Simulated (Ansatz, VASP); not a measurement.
## GaAs in VASP and in Ansatz

```xyz
2
Lattice="0.0000 2.7624 2.7624 2.7624 0.0000 2.7624 2.7624 2.7624 0.0000" Properties=species:S:1:pos:R:3 pbc="T T T"
Ga    0.0000    0.0000    0.0000
As    4.1436    4.1436    4.1436
```

Change from the starting cell: strain -0.025 along x and y, -0.025 along z, atoms carried along.

Alike in both runs: task single point; functional r2SCAN; k mesh 8 × 8 × 8; occupations gaussian, width 0.05 eV; no spin polarisation.

|  | VASP | Ansatz |
| --- | --- | --- |
| version | VASP 6.6.1 | Ansatz 0.2.0 |
| potentials or method | VASP PAW PBE potentials, release 64 (Ga_d, As), cutoff 520 eV | scalar-relativistic, plane waves, PAW |
| valence electrons in the cell | 18 | 28 |

VASP gave:

* gap on the k mesh at the Fermi level (eV): 1.57
* least direct gap on the mesh (eV): 1.57
* pressure (GPa): 6.7

Problem. Which values does Ansatz return?

Solution. gap on the k mesh at the Fermi level (eV): 1.59; least direct gap on the mesh (eV): 1.59; pressure (GPa): 6.5.

VASP's potentials were made for PBE, not for r2SCAN. The functional is the same, so the differences come from potentials, cutoffs and numerics. VASP's potentials hold 18 valence electrons a cell and Ansatz's 28, so a difference there can come from the potentials and not from the codes.
